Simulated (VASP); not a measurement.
# WS2 (P6_3/mmc) in VASP: further runs, part 2 of 2

VASP 6.6.1. The steps go on from the part before.

**4. Single point, PBE+D3(BJ) (15.86 Å³/atom)**

This run uses another cell than the first one, of 15.86 Å³/atom.

Input file INCAR:

```
SYSTEM = WS2
  PREC = Accurate
  ENCUT = 520
  EDIFF = 1E-6
  ISMEAR = 0
  SIGMA = 0.02
  LREAL = .False.
  LASPH = .True.
  NELM = 60
  ALGO = Normal
  ISIF = 2
  LWAVE = .False.
  LCHARG = .False.
  GGA = PE
  IVDW = 12
  NBANDS = 35
```

Input file KPOINTS:

```
regular mesh
0
Gamma
  12 12 4
  0 0 0
```

Input file POSCAR:

```
WS2
1.0
    3.0973375719      0.0000000000      0.0000000000
   -1.5486687860      2.6823730213      0.0000000000
    0.0000000000      0.0000000000     11.4568732777
W S
2 4
Direct
    0.3333333333      0.6666666667      0.2500000000
    0.6666666667      0.3333333333      0.7500000000
    0.3333333333      0.6666666667      0.6120881693
    0.6666666667      0.3333333333      0.1120881693
    0.3333333333      0.6666666667      0.8879118307
    0.6666666667      0.3333333333      0.3879118307
```

Potentials or basis: VASP PAW PBE potentials, release 64 (W_sv, S).

Run with:

```bash
$ cat potpaw_PBE.64/W_sv/POTCAR potpaw_PBE.64/S/POTCAR > POTCAR
$ mpirun -np 1 vasp_std > vasp.out
```

OUTCAR:

```text
SYSTEM = WS2
   PREC = Accurate
   ENCUT = 520
   EDIFF = 1E-6
   ISMEAR = 0
   LREAL = .False.
   LASPH = .True.
   NELM = 60
   ISIF = 2
   GGA = PE
   IVDW = 12
 IVDW          = 12

 ion  position               nearest neighbor table
   1  0.333  0.667  0.250-   4 2.39   6 2.39   4 2.39   6 2.39   4 2.39   6 2.39
   2  0.667  0.333  0.750-   3 2.39   5 2.39   3 2.39   5 2.39   3 2.39   5 2.39
   3  0.333  0.667  0.612-   2 2.39   2 2.39   2 2.39
   4  0.667  0.333  0.112-   1 2.39   1 2.39   1 2.39
   5  0.333  0.667  0.888-   2 2.39   2 2.39   2 2.39
   6  0.667  0.333  0.388-   1 2.39   1 2.39   1 2.39

  LATTYP: Found a hexagonal cell.
 ALAT       =     3.0973375719
 C/A-ratio  =     3.6989424019

  Lattice vectors:

 A1 = (   3.0973375719,   0.0000000000,   0.0000000000)
 A2 = (  -1.5486687860,   2.6823730213,   0.0000000000)
 A3 = (   0.0000000000,   0.0000000000,  11.4568732777)

Analysis of symmetry for initial positions (statically):
=====================================================================
 Subroutine PRICEL returns:
 Original cell was already a primitive cell.

 Routine SETGRP: Setting up the symmetry group for a
 hexagonal supercell.

 Subroutine GETGRP returns: Found 24 space group operations
[... 182 lines left out ...]

 k-point     1 :       0.0000    0.0000    0.0000
  band No.  band energies     occupation
      1     -65.5690      2.00000
      2     -65.5689      2.00000
      3     -29.8790      2.00000
      4     -29.8788      2.00000
      5     -29.6384      2.00000
      6     -29.6384      2.00000
[... 901 lines left out ...]
     34      13.2542      0.00000
     35      14.6839      0.00000

 [... further k-points ...]

------------------------ aborting loop because EDIFF is reached ----------------------------------------

 Edisp (eV)   -2.89021

 E8    (eV) :    -1.2169

  FORCE on cell =-STRESS in cart. coord.  units (eV):
  Direction    XX          YY          ZZ          XY          YZ          ZX
  --------------------------------------------------------------------------------------
  -------------------------------------------------------------------------------------
  Total       4.48050     4.48050     4.48800    -0.00000    -0.00000     0.00000
  in kB      75.41592    75.41592    75.54220    -0.00000    -0.00000     0.00000
  external pressure =       75.46 kB  Pullay stress =        0.00 kB

 VOLUME and BASIS-vectors are now :
 -----------------------------------------------------------------------------
  energy-cutoff  :      520.00
  volume of cell :       95.19
      direct lattice vectors                 reciprocal lattice vectors
     3.097337572  0.000000000  0.000000000     0.322857931  0.186402113  0.000000000
    -1.548668786  2.682373021  0.000000000     0.000000000  0.372804227  0.000000000
     0.000000000  0.000000000 11.456873278     0.000000000  0.000000000  0.087283849

 POSITION                                       TOTAL-FORCE (eV/Angst)
 -----------------------------------------------------------------------------------
     -0.00000      1.78825      2.86422        -0.000000      0.000000      0.000000
      1.54867      0.89412      8.59265        -0.000000     -0.000000      0.000000
     -0.00000      1.78825      7.01262         0.000000     -0.000000     -0.001907
      1.54867      0.89412      1.28418        -0.000000     -0.000000     -0.001907
     -0.00000      1.78825     10.17269         0.000000      0.000000      0.001907
      1.54867      0.89412      4.44426         0.000000     -0.000000      0.001907
 -----------------------------------------------------------------------------------
    total drift:                               -0.000000      0.000000     -0.000000

  FREE ENERGIE OF THE ION-ELECTRON SYSTEM (eV)
  ---------------------------------------------------
  free  energy   TOTEN  =       -49.6078916014 eV

  energy  without entropy=      -49.6078916014  energy(sigma->0) =      -49.60789160
```

It took 71 s on 1 thread of Intel Xeon 6975P-C (Granite Rapids), shared host; peak memory 0.32 GiB.

Results:

- Free energy: -49.6079 eV
- Pressure: 7.5 GPa
- Band gap on the k mesh: 0.53 eV (least direct gap 1.93 eV)
- Dispersion energy per atom: -0.482 eV

Caveat: the cell stands under pressure; spin-orbit coupling is left out, which moves the levels of the heavy elements. A k mesh can miss the band edges.

**5. Single point, PBE+D3(BJ) (16.39 Å³/atom)**

This run uses another cell than the first one, of 16.39 Å³/atom.

Input file INCAR:

```
ALGO     = Normal         # electronic algorithm
EDIFF    = 1E-6           # SCF threshold, eV
ENCUT    = 520            # plane-wave cutoff, eV
GGA      = PE             # functional
ISIF     = 2              # what is computed and relaxed
ISMEAR   = 0              # smearing method
IVDW     = 12             # dispersion correction
LASPH    = T              # aspherical terms in the spheres
LCHARG   = F              # write CHGCAR
LREAL    = F              # projectors in reciprocal space
LWAVE    = F              # write WAVECAR
NBANDS   = 35             # bands
NELM     = 60             # most SCF steps
PREC     = Accurate       # precision mode
SIGMA    = 0.02           # smearing width, eV
```

Input file KPOINTS:

```
k-points
0
Gamma
  12 12 4
```

Input file POSCAR:

```
WS2
1.0
    3.1199250985      0.0000000000      0.0000000000
   -1.5599625492      2.7019343932      0.0000000000
    0.0000000000      0.0000000000     11.6638336354
W S
2 4
Direct
    0.3333333333      0.6666666667      0.2500000000
    0.6666666667      0.3333333333      0.7500000000
    0.3333333333      0.6666666667      0.6146983314
    0.6666666667      0.3333333333      0.1146983314
    0.3333333333      0.6666666667      0.8853016686
    0.6666666667      0.3333333333      0.3853016686
```

Run with:

```bash
$ cat potpaw_PBE.64/W_sv/POTCAR potpaw_PBE.64/S/POTCAR > POTCAR
$ mpirun -np 1 vasp_std > vasp.out
```

Wall time 73 s (1 thread of Intel Xeon 6975P-C (Granite Rapids), shared host); peak memory 0.32 GiB.

The run converged. Its results:

* Free energy: -49.7236 eV
* Pressure: 4.3 GPa
* Band gap on the k mesh: 0.66 eV (least direct gap 1.92 eV)
* Dispersion energy per atom: -0.465 eV

Levels at points of the mesh, in eV from the valence-band top:
| k point | band 24 | band 25 | band 26 | band 27 | band 28 | band 29 |
| --- | --- | --- | --- | --- | --- | --- |
| (0.00, 0.00, 0.00) | -1.57 | -1.19 | 0.00 | 2.11 | 2.11 | 2.19 |
| (0.50, 0.00, 0.00) | -2.04 | -1.79 | -1.70 | 2.29 | 2.37 | 2.42 |
| (0.00, 0.00, 0.50) | -2.33 | -0.29 | -0.29 | 2.15 | 2.15 | 2.15 |
| (0.50, 0.00, 0.50) | -2.00 | -1.83 | -1.83 | 2.32 | 2.32 | 2.73 |

Caveat: the cell stands under pressure; spin-orbit coupling is left out, which moves the levels of the heavy elements. A k mesh can miss the band edges.

**6. Single point, PBE+D3(BJ) (16.91 Å³/atom)**

This run uses another cell than the first one, of 16.91 Å³/atom.

Input file INCAR:

```
ALGO = Normal
EDIFF = 1E-7
ENCUT = 520
GGA = PE
ISIF = 2
ISMEAR = 0
IVDW = 12
LASPH = True
LCHARG = False
LREAL = False
LWAVE = False
NBANDS = 35
NELM = 100
PREC = Accurate
SIGMA = 0.02
```

KPOINTS is that of step 5.

Input file POSCAR:

```
WS2
1.0
    3.1388634417      0.0000000000      0.0000000000
   -1.5694317208      2.7183354795      0.0000000000
    0.0000000000      0.0000000000     11.8912822935
W S
2 4
Direct
    0.3333333333      0.6666666667      0.2500000000
    0.6666666667      0.3333333333      0.7500000000
    0.3333333333      0.6666666667      0.6174348704
    0.6666666667      0.3333333333      0.1174348704
    0.3333333333      0.6666666667      0.8825651296
    0.6666666667      0.3333333333      0.3825651296
```

Potentials or basis: VASP PAW PBE potentials, release 64 (W_sv, S).

Run with:

```bash
$ cat potpaw_PBE.64/W_sv/POTCAR potpaw_PBE.64/S/POTCAR > POTCAR
$ mpirun -np 1 vasp_std > vasp.out
```

OUTCAR:

```text
EDIFF = 1E-7
   ENCUT = 520
   GGA = PE
   ISIF = 2
   ISMEAR = 0
   IVDW = 12
   LASPH = True
   LREAL = False
   NELM = 100
   PREC = Accurate
 IVDW          = 12

 ion  position               nearest neighbor table
   1  0.333  0.667  0.250-   4 2.40   6 2.40   4 2.40   6 2.40   4 2.40   6 2.40
   2  0.667  0.333  0.750-   3 2.40   5 2.40   3 2.40   5 2.40   3 2.40   5 2.40
   3  0.333  0.667  0.617-   2 2.40   2 2.40   2 2.40
   4  0.667  0.333  0.117-   1 2.40   1 2.40   1 2.40
   5  0.333  0.667  0.883-   2 2.40   2 2.40   2 2.40
[... 1127 lines left out ...]
  -------------------------------------------------------------------------------------
  Total       1.12404     1.12404     1.10260     0.00000     0.00000     0.00000
  in kB      17.74952    17.74952    17.41103     0.00000     0.00000     0.00000
  external pressure =       17.64 kB  Pullay stress =        0.00 kB

 VOLUME and BASIS-vectors are now :
 -----------------------------------------------------------------------------
  energy-cutoff  :      520.00
  volume of cell :      101.46
      direct lattice vectors                 reciprocal lattice vectors
     3.138863442  0.000000000  0.000000000     0.318586654  0.183936090  0.000000000
    -1.569431721  2.718335479  0.000000000     0.000000000  0.367872180  0.000000000
     0.000000000  0.000000000 11.891282293     0.000000000  0.000000000  0.084095220

 POSITION                                       TOTAL-FORCE (eV/Angst)
 -----------------------------------------------------------------------------------
     -0.00000      1.81222      2.97282        -0.000000     -0.000000      0.000000
      1.56943      0.90611      8.91846        -0.000000      0.000000      0.000000
     -0.00000      1.81222      7.34209         0.000000     -0.000000      0.000767
      1.56943      0.90611      1.39645        -0.000000      0.000000      0.000767
     -0.00000      1.81222     10.49483         0.000000     -0.000000     -0.000767
      1.56943      0.90611      4.54919         0.000000      0.000000     -0.000767
 -----------------------------------------------------------------------------------
    total drift:                               -0.000000      0.000000     -0.000000

  FREE ENERGIE OF THE ION-ELECTRON SYSTEM (eV)
  ---------------------------------------------------
  free  energy   TOTEN  =       -49.7828371852 eV

  energy  without entropy=      -49.7828371852  energy(sigma->0) =      -49.78283719
```

OSZICAR:

```text
N       E                     dE             d eps       ncg     rms          rms(c)
DAV:   1     0.511006096271E+03    0.51101E+03   -0.28467E+04  4342   0.150E+03
DAV:   2    -0.165803475005E+02   -0.52759E+03   -0.50955E+03  4551   0.414E+02
DAV:   3    -0.489125341579E+02   -0.32332E+02   -0.31747E+02  4953   0.971E+01
DAV:   4    -0.496943956990E+02   -0.78186E+00   -0.77719E+00  4805   0.155E+01
DAV:   5    -0.497093730754E+02   -0.14977E-01   -0.14968E-01  4789   0.229E+00    0.390E+01
DAV:   6    -0.474477534044E+02    0.22616E+01   -0.78509E+00  4550   0.190E+01    0.169E+01
DAV:   7    -0.472359012715E+02    0.21185E+00   -0.26934E+00  4323   0.849E+00    0.678E+00
DAV:   8    -0.470851693554E+02    0.15073E+00   -0.42327E-01  4495   0.450E+00    0.234E+00
DAV:   9    -0.470881337066E+02   -0.29644E-02   -0.55050E-02  4776   0.120E+00    0.126E+00
DAV:  10    -0.470853010157E+02    0.28327E-02   -0.28678E-02  4709   0.110E+00    0.424E-01
DAV:  11    -0.470847769302E+02    0.52409E-03   -0.47342E-03  4368   0.430E-01    0.192E-01
DAV:  12    -0.470847460378E+02    0.30892E-04   -0.18455E-04  4503   0.792E-02    0.968E-02
DAV:  13    -0.470847539640E+02   -0.79262E-05   -0.44234E-05  4444   0.400E-02    0.553E-02
DAV:  14    -0.470847556594E+02   -0.16954E-05   -0.24605E-05  4803   0.287E-02    0.430E-02
DAV:  15    -0.470847541857E+02    0.14736E-05   -0.40722E-06  4654   0.140E-02    0.246E-02
DAV:  16    -0.470847541557E+02    0.30012E-07   -0.12862E-06  4139   0.460E-03    0.107E-02
DAV:  17    -0.470847542442E+02   -0.88517E-07   -0.17285E-07  2875   0.186E-03
   1 F= -.49782837E+02 E0= -.49782837E+02  d E =-.473198E-24
```

stdout:

```text
POSCAR found type information on POSCAR W S
 POSCAR found :  2 types and       6 ions
 scaLAPACK will be used
 LDA part: xc-table for (Slater+PW92), standard interpolation
 POSCAR, INCAR and KPOINTS ok, starting setup
 FFT: planning ... GRIDC
 FFT: planning ... GRID_SOFT
 FFT: planning ... GRID
 WAVECAR not read
 entering main loop
```

Run time: 76 s. Hardware: 1 thread of Intel Xeon 6975P-C (Granite Rapids), shared host; peak memory 0.32 GiB.

Results:

```
Free energy                : -49.7828 eV
Pressure                   : 1.8 GPa
Band gap on the k mesh     : 0.79 eV (least direct gap 1.87 eV)
Dispersion energy per atom : -0.450 eV
```

Caveat: spin-orbit coupling is left out, which moves the levels of the heavy elements.

**7. Summary**

```tsv
cell	k mesh	smearing	gap on the mesh (eV)	pressure (GPa)	largest force (eV/Å)
a = 3.180, b = 3.180, c = 12.500 Å, angles 90.0, 90.0, 120.0°, 6 atoms, atomic positions A	6 × 6 × 2	gaussian 0.1 eV	1.06	-1.6	0.14
a = 3.071, b = 3.071, c = 11.268 Å, angles 90.0, 90.0, 120.0°, 6 atoms, atomic positions B	12 × 12 × 4	gaussian 0.02 eV	0.39	11.7	0.01
a = 3.097, b = 3.097, c = 11.457 Å, angles 90.0, 90.0, 120.0°, 6 atoms, atomic positions C	12 × 12 × 4	gaussian 0.02 eV	0.53	7.5	-
a = 3.120, b = 3.120, c = 11.664 Å, angles 90.0, 90.0, 120.0°, 6 atoms, atomic positions D	12 × 12 × 4	gaussian 0.02 eV	0.66	4.3	-
a = 3.139, b = 3.139, c = 11.891 Å, angles 90.0, 90.0, 120.0°, 6 atoms, atomic positions E	12 × 12 × 4	gaussian 0.02 eV	0.79	1.8	-
```

Alike in all rows: task single point; level PBE+D3(BJ); potentials or basis VASP PAW PBE potentials, release 64 (W_sv, S); no spin polarisation; cutoff (eV) 520.

Caveats: spin-orbit coupling is left out, which moves the levels of the heavy elements; the cell stands under pressure (at least some runs).

Total energies depend on the potentials used, so only differences within one code and one set of settings carry meaning.
